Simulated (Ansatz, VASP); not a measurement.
One calculation of PbS, two programs

File POSCAR:

```
PbS
1.0
    0.0000000000      3.0836000000      2.9650000000
    3.0836000000      0.0000000000      2.9650000000
    3.0836000000      3.0836000000      0.0000000000
Pb S
1 1
Direct
    0.0000000000      0.0000000000      0.0000000000
    0.5000000000      0.5000000000      0.5000000000
```

The input INCAR.step1:

```
SYSTEM = PbS
ALGO = Normal
EDIFF = 1E-4
ENCUT = 520
GGA = PE
ISMEAR = 0
LASPH = .True.
LCHARG = .False.
LREAL = .False.
LWAVE = .True.
NBANDS = 17
NELM = 60
PREC = Accurate
SIGMA = 0.05
```

File INCAR.step2:

```
SYSTEM = PbS
ALGO = Normal
EDIFF = 1E-6
ENCUT = 520
ISIF = 2
ISMEAR = 0
ISTART = 1
LASPH = .True.
LCHARG = .False.
LMIXTAU = .True.
LREAL = .False.
LWAVE = .False.
METAGGA = R2SCAN
NBANDS = 17
NELM = 60
PREC = Accurate
SIGMA = 0.05
```

Contents of KPOINTS:

```
k-points
0
Gamma
  8 8 8
  0 0 0
```

Input for Ansatz:

```yaml
crystal:
  lattice:
    - [0.0, 3.0836, 2.965]
    - [3.0836, 0.0, 2.965]
    - [3.0836, 3.0836, 0.0]
  atoms:
    - { symbol: Pb, position: [0.0, 0.0, 0.0] }
    - { symbol: S, position: [0.5, 0.5, 0.5] }
basis:
  ecutwfc: 500
kpoints:
  mp_grid: { grid: [8, 8, 8] }
hamiltonian:
  xc: r2scan
scf:
  occupations: { method: gaussian, width: 0.05 }
output:
  forces: true
  stress: true
  eigenvalues: true
```

Change from the starting cell: strain +0.0400 x Voigt [1, 1, 0, 0, 0, 0], atoms carried along.

Alike in both runs: task single point; functional r2SCAN; k mesh 8 × 8 × 8; occupations gaussian, width 0.05 eV; no spin polarisation.

|  | VASP | Ansatz |
| --- | --- | --- |
| version | VASP 6.6.1 | Ansatz 0.2.0 |
| potentials or method | VASP PAW PBE potentials, release 64 (Pb_d, S), cutoff 520 eV | scalar-relativistic, plane waves, PAW |
| valence electrons in the cell | 20 | 20 |

Ansatz gave:

```
gap on the k mesh at the Fermi level (eV)                     : 0.84
least direct gap on the mesh (eV)                             : 0.84
pressure (GPa)                                                : -2.7
traceless stress, the component that is largest in VASP (GPa) : 2.57
```

Question: What did VASP give for the same quantities?

Answer: gap on the k mesh at the Fermi level (eV): 0.85; least direct gap on the mesh (eV): 0.85; pressure (GPa): -2.7; traceless stress, the component that is largest in VASP (GPa): 2.59.

VASP's potentials were made for PBE, not for r2SCAN.

Neither program's run includes spin-orbit coupling.
